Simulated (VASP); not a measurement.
HfN:

```
CELL_PARAMETERS angstrom
0.00000 2.25600 2.25600
2.25600 0.00000 2.25600
2.25600 2.25600 0.00000
ATOMIC_POSITIONS crystal
Hf 0.00000 0.00000 0.00000
N 0.50000 0.50000 0.50000
```

Base run:

```yaml
Program: VASP 6.6.1
Functional: PBE
Potentials_or_basis: VASP PAW PBE potentials, release 64 (Hf_pv, N)
Cutoff: 600 eV
k_mesh: 10 × 10 × 10
Occupations: gaussian, width 0.028 eV
Spin: no spin polarisation
```

Its results: band gap on the k mesh zero (an odd number of electrons rules out a gap without spin polarisation); pressure 4.1 GPa.

The run is repeated on the same cell with these changes: functional from PBE to RPBE; occupations from gaussian, width 0.028 eV to gaussian, width 0.05 eV. What comes out?

Band gap on the k mesh zero (an odd number of electrons rules out a gap without spin polarisation); pressure 8.7 GPa.

Caveats: the cell stands under pressure; spin-orbit coupling is left out, which moves the levels of the heavy elements; the PAW data sets were made with another functional, which shifts forces and pressure a little (at least some runs).
